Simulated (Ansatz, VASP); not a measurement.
# BN in VASP and in Ansatz

File INCAR:

```
PREC     = Accurate       # precision mode
ENCUT    = 520            # plane-wave cutoff, eV
EDIFF    = 1E-6           # SCF threshold, eV
ISMEAR   = 0              # smearing method
SIGMA    = 0.05           # smearing width, eV
LREAL    = F              # projectors in reciprocal space
LASPH    = T              # aspherical terms in the spheres
NELM     = 80             # most SCF steps
ALGO     = Normal         # electronic algorithm
ISIF     = 2              # what is computed and relaxed
LWAVE    = F              # write WAVECAR
LCHARG   = T              # write CHGCAR
GGA      = PE             # functional
IVDW     = 12             # dispersion correction
LELF     = T              # ELF
LVHAR    = T            
NBANDS   = 26             # bands
```

KPOINTS

```
regular mesh
0
Gamma
  7 9 3
```

The input POSCAR:

```
BN
1.0
    1.2538424667     -3.3394821656      0.0000000000
    2.5076849335      0.0000000000      0.0000000000
    1.0448687223     -0.5565803609      8.6753276438
B N
4 4
Direct
   -0.1388922395     -0.2777844790      0.8333534369
   -0.0138922395      0.4722155210      0.0833534369
   -0.0555589062     -0.1111178123      0.3333534369
   -0.0972255728      0.3055488544      0.5833534369
   -0.0277660930     -0.0555321860      0.1665965581
   -0.0694327597      0.3611344806      0.4165965581
   -0.1110994264     -0.2221988527      0.6665965581
   -0.1527660930      0.1944678140      0.9165965581
```

Input for Ansatz:

```yaml
crystal:
  lattice:
    - [1.2538424667, -3.3394821656, 0.0]
    - [2.5076849335, 0.0, 0.0]
    - [1.0448687223, -0.5565803609, 8.6753276438]
  atoms:
    - { symbol: B, position: [-0.1388922395, -0.277784479, 0.8333534369] }
    - { symbol: B, position: [-0.0138922395, 0.472215521, 0.0833534369] }
    - { symbol: B, position: [-0.0555589062, -0.1111178123, 0.3333534369] }
    - { symbol: B, position: [-0.0972255728, 0.3055488544, 0.5833534369] }
    - { symbol: "N", position: [-0.027766093, -0.055532186, 0.1665965581] }
    - { symbol: "N", position: [-0.0694327597, 0.3611344806, 0.4165965581] }
    - { symbol: "N", position: [-0.1110994264, -0.2221988527, 0.6665965581] }
    - { symbol: "N", position: [-0.152766093, 0.194467814, 0.9165965581] }
basis:
  ecutwfc: 420
kpoints:
  mp_grid: { grid: [7, 9, 3] }
hamiltonian:
  xc: pbe
  dispersion: d3bj
scf:
  occupations: { method: gaussian, width: 0.05 }
output:
  forces: true
  stress: true
  eigenvalues: true
  write_density: true
  write_potential: true
  elf: true
  volumetric_format: npy
```

Alike in both runs: task single point; functional PBE; dispersion D3(BJ); k mesh 7 × 9 × 3; occupations gaussian, width 0.05 eV; no spin polarisation.

```csv
,VASP,Ansatz
version,VASP 6.6.1,Ansatz 0.2.0
potentials or method,"VASP PAW PBE potentials, release 64 (B, N), cutoff 520 eV","scalar-relativistic, plane waves, PAW"
valence electrons in the cell,32,32
```

|  | VASP | Ansatz | Ansatz less VASP |
| --- | --- | --- | --- |
| gap on the k mesh at the Fermi level (eV) | 2.22 | 2.22 | +0.001 |
| least direct gap on the mesh (eV) | 2.35 | 2.35 | 0.000 |
| pressure (GPa) | -0.9 | -0.9 | -0.06 |
| traceless stress, the component that is largest in VASP (GPa) | -13.33 | -13.31 | +0.022 |
| rms of the force components (eV/Å) | 1.080 | 1.080 | +0.0001 |

Atom by atom the forces differ by 0.004 eV/Å (rms over components).
